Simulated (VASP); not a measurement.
# SiO2 (P2_13) in VASP: notebook, part 2 of 2

VASP 6.6.1. Earlier steps stand in the parts before.

## (4) Single point, r2SCAN (15.79 Å³/atom)

This run uses another cell than the first one, of 15.79 Å³/atom.

POSCAR reads:

```
SiO2
1.0
    7.2371480686      0.0000000000      0.0000000000
    0.0000000000      7.2371480686      0.0000000000
    0.0000000000      0.0000000000      7.2371480686
Si O
8 16
Direct
    0.2726843550      0.2726843550      0.2726843550
    0.2273156450      0.7273156450      0.7726843550
    0.7726843550      0.2273156450      0.7273156450
    0.7273156450      0.7726843550      0.2273156450
    1.0165266725      1.0165266725      1.0165266725
    0.4834733275     -0.0165266725      0.5165266725
    0.5165266725      0.4834733275     -0.0165266725
   -0.0165266725      0.5165266725      0.4834733275
    0.1445646253      0.1445646253      0.1445646253
    0.3554353747      0.8554353747      0.6445646253
    0.6445646253      0.3554353747      0.8554353747
    0.8554353747      0.6445646253      0.3554353747
    0.6388198092      0.6521777178      0.0622337421
    0.8611801908      0.3478222822      0.5622337421
    0.1388198092      0.8478222822      0.9377662579
    0.3611801908      0.1521777178      0.4377662579
    0.0622337421      0.6388198092      0.6521777178
    0.5622337421      0.8611801908      0.3478222822
    0.9377662579      0.1388198092      0.8478222822
    0.4377662579      0.3611801908      0.1521777178
    0.6521777178      0.0622337421      0.6388198092
    0.3478222822      0.5622337421      0.8611801908
    0.8478222822      0.9377662579      0.1388198092
    0.1521777178      0.4377662579      0.3611801908
```

INCAR.step1 reads:

```
SYSTEM = SiO2
PREC = Accurate ; ENCUT = 520
ISMEAR = 0 ; SIGMA = 0.02
LREAL = Auto ; LASPH = .True.
NELM = 100 ; NBANDS = 82
GGA = PE ; ALGO = Normal
EDIFF = 1E-4 ; LWAVE = .True.
LCHARG = .False.
```

INCAR.step2 reads:

```
SYSTEM = SiO2
PREC = Accurate ; ENCUT = 520
EDIFF = 1E-6 ; ISMEAR = 0
SIGMA = 0.02 ; LREAL = Auto
LASPH = .True. ; NELM = 100
ALGO = Normal ; ISIF = 2
LWAVE = .False. ; LCHARG = .True.
METAGGA = R2SCAN ; LMIXTAU = .True.
LELF = .True. ; LVHAR = .True.
NBANDS = 82 ; ISTART = 1
```

KPOINTS reads:

```
Automatic mesh
0
Gamma
  4 4 4
  0 0 0
```

Potentials or basis: VASP PAW PBE potentials, release 64 (Si, O).

Command:

```sh
$ cat potpaw_PBE.64/Si/POTCAR potpaw_PBE.64/O/POTCAR > POTCAR
$ cp INCAR.step1 INCAR
$ mpirun -np 1 vasp_std > vasp.out
$ cp INCAR.step2 INCAR
$ mpirun -np 1 vasp_std > vasp.out
```

OUTCAR:

```text
SYSTEM = SiO2
   PREC = Accurate
   ENCUT = 520
   EDIFF = 1E-6
   ISMEAR = 0
   LREAL = Auto
   LASPH = .True.
   NELM = 100
   ISIF = 2
   METAGGA = R2SCAN
   ISTART = 1

 ion  position               nearest neighbor table
   1  0.273  0.273  0.273-   9 1.61  16 1.61  20 1.61  24 1.61   7 3.13   6 3.13   8 3.13
   2  0.227  0.727  0.773-  10 1.61  15 1.61  17 1.61  22 1.61   8 3.13   7 3.13   5 3.13
   3  0.773  0.227  0.727-  11 1.61  14 1.61  19 1.61  21 1.61   5 3.13   6 3.13   8 3.13
   4  0.727  0.773  0.227-  12 1.61  13 1.61  18 1.61  23 1.61   6 3.13   5 3.13   7 3.13
   5  0.017  0.017  0.017-   9 1.60  15 1.61  19 1.61  23 1.61   3 3.13   2 3.13   4 3.13
   6  0.483  0.983  0.517-  10 1.60  16 1.61  18 1.61  21 1.61   4 3.13   3 3.13   1 3.13
   7  0.517  0.483  0.983-  11 1.60  13 1.61  20 1.61  22 1.61   1 3.13   2 3.13   4 3.13
   8  0.983  0.517  0.483-  12 1.60  14 1.61  17 1.61  24 1.61   2 3.13   1 3.13   3 3.13
   9  0.145  0.145  0.145-   5 1.60   1 1.61
  10  0.355  0.855  0.645-   6 1.60   2 1.61
  11  0.645  0.355  0.855-   7 1.60   3 1.61
  12  0.855  0.645  0.355-   8 1.60   4 1.61
  13  0.639  0.652  0.062-   4 1.61   7 1.61
  14  0.861  0.348  0.562-   3 1.61   8 1.61
[... 8 lines left out ...]
  23  0.848  0.938  0.139-   4 1.61   5 1.61
  24  0.152  0.438  0.361-   1 1.61   8 1.61

  LATTYP: Found a simple cubic cell.
 ALAT       =     7.2371480686

[... 225 lines left out ...]
      4     -20.4566      2.00000
      5     -20.4500      2.00000
      6     -20.4500      2.00000
[... 858 lines left out ...]
     75       8.7118      0.00000
     76       8.7118      0.00000
 [bands above 76 left out]

------------------------ aborting loop because EDIFF is reached ----------------------------------------

  FORCE on cell =-STRESS in cart. coord.  units (eV):
  Direction    XX          YY          ZZ          XY          YZ          ZX
  --------------------------------------------------------------------------------------
  -------------------------------------------------------------------------------------
  Total       -2.0606690     -2.0606690     -2.0606690      0.0000000      0.0000000      0.0000000
  in kB       -8.7099659     -8.7099659     -8.7099659      0.0000000      0.0000000      0.0000000
  external PRESSURE =      -8.7099659 kB  Pullay stress =       0.0000000 kB

 VOLUME and BASIS-vectors are now :
 -----------------------------------------------------------------------------
  energy-cutoff  :      520.00
  volume of cell :      379.06
      direct lattice vectors                 reciprocal lattice vectors
     7.237148069  0.000000000  0.000000000     0.138175976  0.000000000  0.000000000
     0.000000000  7.237148069  0.000000000     0.000000000  0.138175976  0.000000000
     0.000000000  0.000000000  7.237148069     0.000000000  0.000000000  0.138175976

 POSITION                                       TOTAL-FORCE (eV/Angst)
 -----------------------------------------------------------------------------------
      1.97346      1.97346      1.97346         0.014290      0.014290      0.014290
      1.64512      5.26369      5.59203        -0.014290     -0.014290      0.014290
      5.59203      1.64512      5.26369         0.014290     -0.014290     -0.014290
      5.26369      5.59203      1.64512        -0.014290      0.014290     -0.014290
      0.11961      0.11961      0.11961         0.008435      0.008435      0.008435
      3.49897      7.11754      3.73818        -0.008435     -0.008435      0.008435
[... 16 lines left out ...]
      6.13582      6.78675      1.00466         0.000820     -0.011194     -0.001431
      1.10133      3.16818      2.61391        -0.000820     -0.011194      0.001431
 -----------------------------------------------------------------------------------
    total drift:                                0.000000     -0.000000     -0.000000

  FREE ENERGIE OF THE ION-ELECTRON SYSTEM (eV)
  ---------------------------------------------------
  free  energy   TOTEN  =      -238.2313645378 eV

  energy  without entropy=     -238.2313645378  energy(sigma->0) =     -238.23136454
```

OUTCAR.step1:

```text
SYSTEM = SiO2
   PREC = Accurate
   ENCUT = 520
   ISMEAR = 0
   LREAL = Auto
   LASPH = .True.
   NELM = 100
   GGA = PE
[... 1147 lines left out ...]
      3.49897      7.11754      3.73818         0.001252      0.001252     -0.001252
[... 16 lines left out ...]
      6.13582      6.78675      1.00466        -0.099667      0.161215      0.075553
      1.10133      3.16818      2.61391         0.099667      0.161215     -0.075553
 -----------------------------------------------------------------------------------
    total drift:                                0.000000     -0.000000     -0.000000

  FREE ENERGIE OF THE ION-ELECTRON SYSTEM (eV)
  ---------------------------------------------------
  free  energy   TOTEN  =      -189.7802252161 eV

  energy  without entropy=     -189.7802252161  energy(sigma->0) =     -189.78022522
```

OSZICAR.step1:

```text
N       E                     dE             d eps       ncg     rms          rms(c)
DAV:   1     0.921746930238E+03    0.92175E+03   -0.64972E+04  1804   0.140E+03
DAV:   2    -0.133345292106E+03   -0.10551E+04   -0.10291E+04  2286   0.337E+02
DAV:   3    -0.215295193798E+03   -0.81950E+02   -0.81590E+02  2136   0.101E+02
DAV:   4    -0.216632475665E+03   -0.13373E+01   -0.13334E+01  2176   0.139E+01
DAV:   5    -0.216663800378E+03   -0.31325E-01   -0.31295E-01  2168   0.203E+00    0.422E+01
DAV:   6    -0.189853472591E+03    0.26810E+02   -0.11293E+02  2078   0.352E+01    0.195E+01
DAV:   7    -0.189807641542E+03    0.45831E-01   -0.30582E+00  2336   0.527E+00    0.724E+00
DAV:   8    -0.189759474658E+03    0.48167E-01   -0.16650E-01  2110   0.183E+00    0.275E+00
DAV:   9    -0.189773666636E+03   -0.14192E-01   -0.88400E-02  2120   0.127E+00    0.553E-01
DAV:  10    -0.189780455863E+03   -0.67892E-02   -0.98649E-03  2024   0.350E-01    0.170E-01
DAV:  11    -0.189780201897E+03    0.25397E-03   -0.28482E-03  2144   0.200E-01    0.315E-02
DAV:  12    -0.189780225216E+03   -0.23320E-04   -0.10600E-04  1328   0.500E-02
   1 F= -.18978023E+03 E0= -.18978023E+03  d E =-.639075E-34
```

It took 12 min on 1 thread of Intel Xeon 6975P-C (Granite Rapids), shared host; peak memory 0.53 GiB.

Results:

| Quantity | Value |
| --- | --- |
| Free energy | -238.2314 eV |
| Pressure | -0.9 GPa |
| Largest force | 0.025 eV/Å |
| Band gap on the k mesh | 6.24 eV |

Forces in eV/Å, atoms in the order of the input:
```
Si   0.014  0.014  0.014
Si  -0.014 -0.014  0.014
Si   0.014 -0.014 -0.014
Si  -0.014  0.014 -0.014
Si   0.008  0.008  0.008
Si  -0.008 -0.008  0.008
Si   0.008 -0.008 -0.008
Si  -0.008  0.008 -0.008
O    0.006  0.006  0.006
O   -0.006 -0.006  0.006
O    0.006 -0.006 -0.006
O   -0.006  0.006 -0.006
O   -0.001 -0.001  0.011
O    0.001  0.001  0.011
O   -0.001  0.001 -0.011
O    0.001 -0.001 -0.011
O    0.011 -0.001 -0.001
O    0.011  0.001  0.001
O   -0.011 -0.001  0.001
O   -0.011  0.001 -0.001
O   -0.001  0.011 -0.001
O    0.001  0.011  0.001
O    0.001 -0.011 -0.001
O   -0.001 -0.011  0.001
```

Levels at points of the mesh, in eV from the valence-band top:
```tsv
k point	band 61	band 62	band 63	band 64	band 65	band 66	band 67	band 68
(0.00, 0.00, 0.00)	-0.49	0.00	0.00	0.00	6.24	9.26	9.26	9.26
(0.50, 0.00, 0.00)	-0.31	-0.31	-0.29	-0.29	7.36	7.36	9.61	9.61
(0.50, 0.50, 0.00)	-0.23	-0.23	-0.17	-0.17	8.20	8.20	8.25	8.25
(0.50, 0.50, 0.50)	0.00	0.00	0.00	0.00	8.70	8.70	8.70	8.70
```

Caveat: the PAW data sets were made with another functional, which shifts forces and pressure a little.

## (5) The runs side by side

| cell | gap on the mesh (eV) | pressure (GPa) | largest force (eV/Å) |
| --- | --- | --- | --- |
| a = 6.802 Å, 24 atoms, atomic positions A | 6.73 | 3.0 | 0.08 |
| a = 6.878 Å, 24 atoms, atomic positions B | 6.64 | 2.0 | 0.07 |
| a = 7.237 Å, 24 atoms, atomic positions C | 6.24 | -0.9 | 0.02 |

Alike in all rows: task single point; level r2SCAN; potentials or basis VASP PAW PBE potentials, release 64 (Si, O); no spin polarisation; k mesh 4 × 4 × 4; cutoff (eV) 520; smearing gaussian 0.02 eV.

Caveats: the PAW data sets were made with another functional, which shifts forces and pressure a little.

Absolute energies hang on the potentials; compare differences alone.
